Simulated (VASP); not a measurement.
Crystal: Si.

```xyz
2
Lattice="-2.3714 2.3714 1.3293 2.3714 -2.3714 1.3293 2.3714 2.3714 -1.3293" Properties=species:S:1:pos:R:3 pbc="T T T"
Si    2.3714    0.0000    0.6646
Si    0.0000    0.0000    1.3293
```

Base run:

* Program: VASP 6.6.1
* Functional: PBE
* Potentials or basis: VASP PAW PBE potentials, release 64 (Si)
* Cutoff: 500 eV
* k mesh: 12 × 12 × 12
* Occupations: fermi-dirac, width 0.1 eV
* Spin: no spin polarisation

Its results: band gap on the k mesh zero (bands 4 and 5 overlap by 6.88 eV); pressure 3.3 GPa.

The run is repeated on the same cell with these changes: k mesh from 12 × 12 × 12 to 3 × 3 × 3. What comes out?

Band gap on the k mesh zero (bands 4 and 5 overlap by 5.61 eV); pressure 2.0 GPa.

Caveats: some runs use coarse meshes; the cell stands under pressure (at least some runs).
